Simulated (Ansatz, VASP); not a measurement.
Two plane-wave programs on Cs2Rb

```
Cs Rb
1.0
     0.00000    6.96244    6.96244
     6.96244    0.00000    6.96244
     6.96244    6.96244    0.00000
Cs Rb
4 2
Cartesian
  1.7406 1.7406 1.7406
  1.7406 5.2218 5.2218
  5.2218 5.2218 1.7406
  5.2218 1.7406 5.2218
  6.9624 6.9624 6.9624
  10.4437 10.4437 10.4437
```

Alike in both runs: functional PBE; k mesh 6 × 6 × 6; occupations gaussian, width 0.1 eV; no spin polarisation.

Ansatz relaxed the structure, and its values are those at the end. VASP's run is a single point on that final structure, the one shown.

|  | VASP | Ansatz |
| --- | --- | --- |
| version | VASP 6.6.1 | Ansatz 0.2.0 |
| potentials or method | VASP PAW PBE potentials, release 64 (Cs_sv, Rb_sv), cutoff 520 eV | scalar-relativistic, plane waves, PAW |
| valence electrons in the cell | 54 | 54 |

|  | VASP | Ansatz | Ansatz less VASP |
| --- | --- | --- | --- |
| gap on the k mesh at the Fermi level (eV) | none | none | - |
| pressure (GPa) | 0.0 | 0.0 | +0.01 |

A gap of «none» marks a metal or a gap that the smearing closes. With one functional, cell and mesh, what is left measures potentials, basis and numerics.

Neither program's run includes spin-orbit coupling.
